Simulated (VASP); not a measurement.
Au:

```
Au
1.0
     0.00000    2.03912    2.03912
     2.03912    0.00000    2.03912
     2.03912    2.03912    0.00000
Au
1
Direct
  0.00000 0.00000 0.00000
```

```yaml
Program: VASP 6.6.1
Task: relaxation of cell and atoms
Functional: revPBE
Potentials_or_basis: VASP PAW PBE potentials, release 64 (Au)
Cutoff: 500 eV
k_mesh: 13 × 13 × 13
Occupations: fermi-dirac, width 0.1 eV
Spin: no spin polarisation
```

At the start: pressure 12.0 GPa; volume 16.96 Å³/atom.

Where does the relaxation end?

Over 4 steps the energy falls by 46.3 meV/atom and the volume is 18.32 Å³/atom (+8.0 %); space group Fm-3m (No. 225, to 0.05 Å).

Step by step:
```csv
step,energy change (eV),largest force (eV/Å),pressure (GPa),volume (Å³)
1,0.0000,0.0000,12.03,16.96
2,0.0177,0.0000,-9.24,20.28
3,-0.0463,0.0000,-0.21,18.34
4,-0.0463,0.0000,-0.04,18.32
```

Final structure:
```xyz
1
Lattice="0.0000 2.0922 2.0922 2.0922 0.0000 2.0922 2.0922 2.0922 0.0000" Properties=species:S:1:pos:R:3 pbc="T T T"
Au    0.0000    0.0000    0.0000
```

Caveat: the PAW data sets were made with another functional, which shifts forces and pressure a little.
